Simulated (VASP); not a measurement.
# ScBSbP3 (P-6m2) in VASP: a series of runs, part 3 of 3

VASP 6.6.1.

### 5 Relaxation of cell and atoms, PBE

This run uses another cell than the first one, of 18.57 Å³/atom.

The input, INCAR:

```
SYSTEM = ScBSbP3
PREC     = Accurate       ! precision mode
ENCUT    = 600            ! plane-wave cutoff, eV
EDIFF    = 1E-6           ! SCF threshold, eV
ISMEAR   = 0              ! smearing method
SIGMA    = 0.1            ! smearing width, eV
LREAL    = .False.        ! projectors in reciprocal space
LASPH    = .True.         ! aspherical terms in the spheres
NELM     = 80             ! most SCF steps
ALGO     = Normal         ! electronic algorithm
ISIF     = 3              ! what is computed and relaxed
LWAVE    = .False.        ! write WAVECAR
LCHARG   = .False.        ! write CHGCAR
GGA      = PE             ! functional
IBRION   = 2              ! ionic algorithm
NSW      = 100            ! ionic steps
EDIFFG   = -0.01          ! ionic threshold
```

The input, KPOINTS:

```
regular mesh
0
Gamma
  6 6 12
  0 0 0
```

The input, POSCAR:

```
ScBSbP3
1.0
    6.4689482243      0.0000000000      0.0000000000
   -3.2344741121      5.6022734980      0.0000000000
    0.0000000000      0.0000000000      3.0737826830
Sc B Sb P
1 1 1 3
Direct
    0.0000000000      0.0000000000      0.0000000000
    0.3333333333      0.6666666667      0.0000000000
    0.6666666667      0.3333333333      0.0000000000
    0.0688838763      0.5344419382      0.5000000000
    0.4655580618      0.5344419382      0.5000000000
    0.4655580618      0.9311161237      0.5000000000
```

Potentials or basis: VASP PAW PBE potentials, release 64 (Sc_sv, B, Sb, P).

Command:

```
cat potpaw_PBE.64/Sc_sv/POTCAR potpaw_PBE.64/B/POTCAR potpaw_PBE.64/Sb/POTCAR potpaw_PBE.64/P/POTCAR > POTCAR
mpirun -np 1 vasp_std > vasp.out
```

OUTCAR:

```text
SYSTEM = ScBSbP3
   PREC = Accurate
   ENCUT = 600
   EDIFF = 1E-6
   ISMEAR = 0
   LREAL = .False.
   LASPH = .True.
   NELM = 80
   ISIF = 3
   GGA = PE
   IBRION = 2
   NSW = 100
   EDIFFG = -0.01

 ion  position               nearest neighbor table
   1  0.000  0.000  0.000-
   2  0.333  0.667  0.000-   5 2.13   5 2.13   6 2.13   6 2.13   4 2.13   4 2.13
   3  0.667  0.333  0.000-   6 2.73   6 2.73   4 2.73   4 2.73   5 2.73   5 2.73
   4  0.069  0.534  0.500-   2 2.13   2 2.13   5 2.57   6 2.57   3 2.73   3 2.73
   5  0.466  0.534  0.500-   2 2.13   2 2.13   6 2.57   4 2.57   3 2.73   3 2.73
   6  0.466  0.931  0.500-   2 2.13   2 2.13   5 2.57   4 2.57   3 2.73   3 2.73

  LATTYP: Found a hexagonal cell.
 ALAT       =     6.4689482243
 C/A-ratio  =     0.4751595741

  Lattice vectors:

 A1 = (   6.4689482243,   0.0000000000,   0.0000000000)
 A2 = (  -3.2344741121,   5.6022734980,   0.0000000000)
 A3 = (   0.0000000000,   0.0000000000,   3.0737826830)

Analysis of symmetry for initial positions (statically):
=====================================================================
 Subroutine PRICEL returns:
 Original cell was already a primitive cell.

 Routine SETGRP: Setting up the symmetry group for a
[... 185 lines left out ...]
  -------------------------------------------------------------------------------------
  Total        0.1703275      0.1703275      0.2511299      0.0000000     -0.0000000      0.0000000
  in kB        2.4497636      2.4497636      3.6119173      0.0000000     -0.0000000      0.0000000
  external PRESSURE =       2.8371482 kB  Pullay stress =       0.0000000 kB
[... 187 lines left out ...]
--------------------------------------- Ionic step        6  -------------------------------------------

 number of electron      33.9999998 magnetization

 Free energy of the ion-electron system (eV)
  ---------------------------------------------------
  ext. energy  EPLUGINS =         0.00000000
  ---------------------------------------------------
  free energy    TOTEN  =       -29.98738447 eV

  energy without entropy =      -29.97100546  energy(sigma->0) =      -29.97919496

 E-fermi :   7.1906     XC(G=0): -10.2609

 val. band max:        7.1774295494   @ k =   0.3333   0.0000   0.2500
 cond. band min:       7.1949017845   @ k =   0.1667   0.1667   0.5000
 fundamental gap:      0.0174722350
 Fermi energy:         7.1906021398

 k-point     1 :       0.0000    0.0000    0.0000
  band No.  band energies     occupation
      1     -43.5866      2.00000
      2     -22.2602      2.00000
      3     -22.2602      2.00000
      4     -21.8579      2.00000
      5      -8.3276      2.00000
      6      -4.6439      2.00000
[... 565 lines left out ...]
     20       7.9826      0.00000
     21       8.4152      0.00000

 [... further k-points ...]

------------------------ aborting loop because EDIFF is reached ----------------------------------------

  FORCE on cell =-STRESS in cart. coord.  units (eV):
  Direction    XX          YY          ZZ          XY          YZ          ZX
  --------------------------------------------------------------------------------------
  -------------------------------------------------------------------------------------
  Total        0.0085243      0.0085243     -0.0112484      0.0000000     -0.0000000      0.0000000
  in kB        0.1227645      0.1227645     -0.1619957      0.0000000     -0.0000000      0.0000000
  external PRESSURE =       0.0278445 kB  Pullay stress =       0.0000000 kB
[... 21 lines left out ...]
  FREE ENERGIE OF THE ION-ELECTRON SYSTEM (eV)
  ---------------------------------------------------
  free  energy   TOTEN  =       -29.9873844685 eV

  energy  without entropy=      -29.9710054590  energy(sigma->0) =      -29.97919496

 reached required accuracy - stopping structural energy minimisation
```

CONTCAR:

```text
ScBSbP3
   1.00000000000000
     6.4528361902693163   -0.0000000000001444    0.0000000000000000
    -3.2264180950849077    5.5883200672229361   -0.0000000000000000
    -0.0000000000000000   -0.0000000000000000    3.0850780442064178
  Sc              B               Sb              P
     1     1     1     3
Direct
     0.0000000000000000    0.0000000000000000    1.0000000000000000
     0.3333333332999970    0.6666666667000030    1.0000000000000000
     0.6666666667000030    0.3333333332999970    1.0000000000000000
     0.0665792051025146    0.5332896026012545    0.5000000000000000
     0.4667103973987453    0.5332896026012545    0.5000000000000000
     0.4667103973987453    0.9334207948974853    0.5000000000000000

  0.00000000E+00  0.00000000E+00  0.00000000E+00
  0.00000000E+00  0.00000000E+00  0.00000000E+00
  0.00000000E+00  0.00000000E+00  0.00000000E+00
  0.00000000E+00  0.00000000E+00  0.00000000E+00
  0.00000000E+00  0.00000000E+00  0.00000000E+00
  0.00000000E+00  0.00000000E+00  0.00000000E+00
```

Run time: 18 min. Hardware: 1 thread of Intel Xeon 8259CL, shared host; peak memory 0.41 GiB.

What came out:

```yaml
Free_energy: -29.9874 eV
Relaxed_volume: 18.54 Å³/atom
Relaxed_cell: a = 6.453 Å, b = 6.453 Å, c = 3.085 Å, α = 90.00°, β = 90.00°, γ = 120.00°
Space_group_after_relaxing_to_0.1_Å: P-6m2 (No. 187)
Energy_gained_by_relaxing: 0.4 meV/atom
Ionic_steps: 6
Pressure_after_relaxing: 0.0 GPa
Band_gap_on_the_k_mesh: zero (bands 17 and 18 overlap by 1.62 eV)
```

Step by step:
| step | energy change (eV) | largest force (eV/Å) | pressure (GPa) | volume (Å³) |
| --- | --- | --- | --- | --- |
| 1 | 0.0000 | 0.1253 | 0.28 | 111.40 |
| 2 | -0.0015 | 0.0263 | -0.22 | 111.93 |
| 3 | -0.0015 | 0.0320 | -0.20 | 111.89 |
| 4 | -0.0020 | 0.0111 | -0.09 | 111.64 |
| 5 | -0.0022 | 0.0147 | 0.04 | 111.34 |
| 6 | -0.0024 | 0.0003 | 0.00 | 111.25 |

Final structure:
```yaml
crystal:
  lattice:
    - [6.45284, 0.00000, 0.00000]
    - [-3.22642, 5.58832, 0.00000]
    - [0.00000, 0.00000, 3.08508]
  atoms:
    - { symbol: Sc, position: [0.00000, 0.00000, 0.00000] }
    - { symbol: B, position: [0.33333, 0.66667, 0.00000] }
    - { symbol: Sb, position: [0.66667, 0.33333, 0.00000] }
    - { symbol: P, position: [0.06658, 0.53329, 0.50000] }
    - { symbol: P, position: [0.46671, 0.53329, 0.50000] }
    - { symbol: P, position: [0.46671, 0.93342, 0.50000] }
```

Caveat: spin-orbit coupling is left out, which moves the levels of the heavy elements.

### 6 Summary

```tsv
task	cell	k mesh	cutoff (eV)	gap on the mesh (eV)	pressure (GPa)	relaxed volume (Å³/atom)	largest force (eV/Å)
relaxation of cell and atoms	relaxed from a = 6.051, b = 6.051, c = 3.774 Å, angles 90.0, 90.0, 120.0°, 6 atoms, atomic positions A	3 × 3 × 4	600	none	-0.2	18.17	0.02
single point	a = 6.452, b = 6.452, c = 3.086 Å, angles 90.0, 90.0, 120.0°, 6 atoms, atomic positions B	6 × 6 × 12	520	none	-0.1	-	0.03
relaxation of cell and atoms	relaxed from a = 6.080, b = 6.080, c = 3.396 Å, angles 90.0, 90.0, 120.0°, 6 atoms, atomic positions B	3 × 3 × 6	600	none	0.1	18.53	0.02
relaxation of cell and atoms	relaxed from a = 6.469, b = 6.469, c = 3.074 Å, angles 90.0, 90.0, 120.0°, 6 atoms, atomic positions C	6 × 6 × 12	600	none	0.0	18.54	-
```

Alike in all rows: level PBE; potentials or basis VASP PAW PBE potentials, release 64 (Sc_sv, B, Sb, P); no spin polarisation; smearing gaussian 0.1 eV.

Caveats: some runs use coarse meshes; spin-orbit coupling is left out, which moves the levels of the heavy elements.

Absolute energies hang on the potentials; compare differences alone.
